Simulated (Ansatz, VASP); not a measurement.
Cu, level by level in two programs

```xyz
1
Lattice="0.0000 1.7954 1.7954 1.7954 0.0000 1.7954 1.7954 1.7954 0.0000" Properties=species:S:1:pos:R:3 pbc="T T T"
Cu    0.0000    0.0000    0.0000
```

Single points on this cell with VASP 6.6.1 and Ansatz 0.2.0. Each row is one pair of runs. Alike in all rows: spin: off; smearing: fermi-dirac, width 0.05 eV.

| level | k mesh | VASP's potentials, cutoff | Ansatz's potentials, cutoff | gap on the k mesh at the Fermi level (eV), VASP | gap on the k mesh at the Fermi level (eV), Ansatz | pressure (GPa), VASP | pressure (GPa), Ansatz |
| --- | --- | --- | --- | --- | --- | --- | --- |
| r2SCAN50 | 7 × 7 × 7 | VASP PAW PBE potentials, release 64 (Cu), 580 eV | Ansatz PAW, 500 eV | none | none | 3.7 | 3.7 |
| BLYP+D3(BJ) | 13 × 13 × 13 | VASP PAW PBE potentials, release 64 (Cu), 600 eV | Ansatz PAW, 420 eV | none | none | -5.7 | -6.3 |
| SVWN5 | 13 × 13 × 13 | VASP PAW PBE potentials, release 64 (Cu), 600 eV | Ansatz PAW, 420 eV | none | none | -9.5 | -10.1 |
| r2SCAN+D4 | 13 × 13 × 13 | VASP PAW PBE potentials, release 64 (Cu), 660 eV | Ansatz PAW, 500 eV | none | none | -3.8 | -4.2 |

Pressure (GPa): the two programs differ by at most 0.67.

VASP's potentials hold 11 valence electrons a cell and Ansatz's 19, so a difference there can come from the potentials and not from the codes.

A gap of «none» marks a metal or a gap that the smearing closes.

The k mesh is coarse in some rows, so the values compare programs but aren't converged.
